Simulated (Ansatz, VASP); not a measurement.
# One calculation of MgO, two programs

File INCAR:

```
SYSTEM = MgO
  PREC = Accurate
  ENCUT = 520
  EDIFF = 1E-6
  ISMEAR = 0
  SIGMA = 0.05
  LREAL = .FALSE.
  LASPH = .TRUE.
  NELM = 100
  ALGO = Normal
  ISIF = 2
  LWAVE = .FALSE.
  LCHARG = .FALSE.
  GGA = PE
  NBANDS = 16
```

File KPOINTS:

```
Automatic mesh
0
G
  9 9 6
  0 0 0
```

POSCAR

```
MgO
1.0
    3.3152853999      0.0000000000      0.0000000000
   -1.6576427000      2.8711213771      0.0000000000
    0.0000000000      0.0000000000      5.1215474299
Mg O
2 2
Direct
    0.3333333333      0.6666666667     -0.0132065475
    0.6666666667      0.3333333333      0.4867934525
    0.3333333333      0.6666666667      0.3982811987
    0.6666666667      0.3333333333      0.8982811987
```

Input for Ansatz:

```yaml
crystal:
  lattice:
    - [3.3152853999, 0.0, 0.0]
    - [-1.6576427, 2.8711213771, 0.0]
    - [0.0, 0.0, 5.1215474299]
  atoms:
    - { symbol: Mg, position: [0.3333333333, 0.6666666667, -0.0132065475] }
    - { symbol: Mg, position: [0.6666666667, 0.3333333333, 0.4867934525] }
    - { symbol: O, position: [0.3333333333, 0.6666666667, 0.3982811987] }
    - { symbol: O, position: [0.6666666667, 0.3333333333, 0.8982811987] }
basis:
  ecutwfc: 520.0
kpoints:
  mp_grid: { grid: [9, 9, 6] }
hamiltonian:
  xc: pbe
  pseudopotentials: { kind: paw, azcp: { folder: soft_1 } }
scf:
  occupations: { method: gaussian, width: 0.05 }
output:
  forces: true
  stress: true
  eigenvalues: true
```

Alike in both runs: task single point; functional PBE; k mesh 9 × 9 × 6; occupations gaussian, width 0.05 eV; no spin polarisation.

|  | VASP | Ansatz |
| --- | --- | --- |
| version | VASP 6.6.1 | Ansatz 0.2.0 |
| potentials or method | VASP PAW PBE potentials, release 64 (Mg, O), cutoff 520 eV | scalar-relativistic, plane waves, PAW |
| valence electrons in the cell | 16 | 32 |

```tsv
	VASP	Ansatz	Ansatz less VASP
gap on the k mesh at the Fermi level (eV)	3.24	3.26	+0.021
least direct gap on the mesh (eV)	3.24	3.26	+0.021
pressure (GPa)	-0.4	0.1	+0.44
traceless stress, the component that is largest in VASP (GPa)	-5.03	-5.01	+0.027
rms of the force components (eV/Å)	0.274	0.271	-0.0037
```

Atom by atom the forces differ by 0.004 eV/Å (rms over components). VASP's potentials hold 16 valence electrons a cell and Ansatz's 32, so a difference there can come from the potentials and not from the codes.
